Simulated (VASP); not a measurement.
Input of a VASP 6.6.1 run:

Contents of INCAR:

```
ALGO = Normal
DIPOL = 0.5 0.5 0.500
EDIFF = 1E-6
ENCUT = 520
GGA = PE
IDIPOL = 3
ISIF = 2
ISMEAR = 0
IVDW = 12
LASPH = True
LCHARG = True
LDIPOL = True
LELF = True
LREAL = False
LVACPOTAV = True
LVHAR = True
LWAVE = False
NBANDS = 27
NELM = 60
PREC = Accurate
SIGMA = 0.02
```

File KPOINTS:

```
k-points
0
Gamma
  9 9 1
```

The input POSCAR:

```
InSe
1.0
    4.0270000000      0.0000000000      0.0000000000
   -2.0135000000      3.4874843010      0.0000000000
    0.0000000000      0.0000000000     36.7199571806
Se In
2 2
Direct
    0.0000000000      0.0000000000      0.4218950696
    0.0000000000      0.0000000000      0.5780771689
    0.6666666667      0.3333333333      0.4594644305
    0.6666666667      0.3333333333      0.5405078700
```

Potentials or basis: VASP PAW PBE potentials, release 64 (Se, In_d).

Run with:

```bash
$ cat potpaw_PBE.64/Se/POTCAR potpaw_PBE.64/In_d/POTCAR > POTCAR
$ mpirun -np 1 vasp_std > vasp.out
```

(1) Estimate the largest force.

(2) Predict the dispersion energy per atom.

## Answers

(1) 0.538 eV/Å.

(2) -0.213 eV.
